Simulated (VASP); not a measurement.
Set up this calculation in VASP 6.6.1, as the native input.

| Item | Value |
| --- | --- |
| Task | single point |
| Functional | PBEsol |
| Potentials or basis | VASP PAW PBE potentials, release 64 (Sc_sv) |
| Cutoff | 520 eV |
| k mesh | 6 × 6 × 6 |
| Occupations | gaussian, width 0.1 eV |
| Spin | no spin polarisation |
| Dipole correction | no |
| Further INCAR settings | ALGO = Normal; EDIFF = 1e-07; NBANDS = 30 |

The structure of Sc lies in POSCAR:

```
Sc
1.0
   -3.1584468417      3.1584468417      2.7679700261
    3.1584468417     -3.1584468417      2.7679700261
    3.1584468417      3.1584468417     -2.7679700261
Sc
4
Direct
    0.1637300000      0.3362700000      0.5000000000
    0.6637300000      0.1637300000      0.8274610000
    0.3362700000      0.8362700000      0.1725390000
    0.8362700000      0.6637300000      0.5000000000
```

One way to write it, as run:

INCAR

```
ALGO = Normal ; EDIFF = 1E-7
ENCUT = 520 ; GGA = PS
ISIF = 2 ; ISMEAR = 0
LASPH = True ; LCHARG = False
LREAL = False ; LWAVE = False
NBANDS = 30 ; NELM = 60
PREC = Accurate ; SIGMA = 0.1
```

KPOINTS

```
k-points
0
Gamma
  6 6 6
```

Potentials or basis: VASP PAW PBE potentials, release 64 (Sc_sv).

Launch:

```bash
$ cat potpaw_PBE.64/Sc_sv/POTCAR > POTCAR
$ mpirun -np 1 vasp_std > vasp.out
```

Results of the run:

```json
{"Pressure": "-4.5 GPa", "Largest force": "0.069 eV/Å", "Band gap on the k mesh": "zero (band 22 reaches 3.04 eV, above the bottom of band 23 at 2.54 eV)"}
```

Caveat: the PAW data sets were made with another functional, which shifts forces and pressure a little.

It took 2.7 min on 1 thread of Oxide Virtual Turin-like Processor, on a shared host, peak memory 0.23 GiB.
